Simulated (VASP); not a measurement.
Here is a VASP 6.6.1 calculation.

Contents of INCAR:

```
SYSTEM = Ti
  ALGO = Normal
  EDIFF = 1E-6
  ENCUT = 520
  GGA = PS
  ISIF = 2
  ISMEAR = 0
  LASPH = .TRUE.
  LCHARG = .FALSE.
  LREAL = .FALSE.
  LWAVE = .FALSE.
  NBANDS = 32
  NELM = 100
  PREC = Accurate
  SIGMA = 0.15
```

Contents of KPOINTS:

```
k-points
0
G
  10 10 10
  0 0 0
```

POSCAR

```
Ti
1.0
    0.0000000000     -3.2102321257      3.2102321257
    3.2102321257     -3.2102321257      0.0000000000
    3.2102321257      0.0000000000      3.2102321257
Ti
4
Direct
    0.0000000000      0.0000000000      0.0000000000
    0.2500000000      0.2500000000      0.2500000000
    0.5000000000      0.5000000000      0.5000000000
    0.7500000000      0.7500000000      0.7500000000
```

Potentials or basis: VASP PAW PBE potentials, release 64 (Ti_sv).

Launch:

```console
$ cat potpaw_PBE.64/Ti_sv/POTCAR > POTCAR
$ mpirun -np 1 vasp_std > vasp.out
```

(1) Estimate the band gap on the k mesh.

(2) Predict the pressure.

Answers

(1) zero (band 24 reaches 9.28 eV, above the bottom of band 25 at 7.84 eV).

(2) -0.2 GPa.

Caveat: the PAW data sets were made with another functional, which shifts forces and pressure a little.
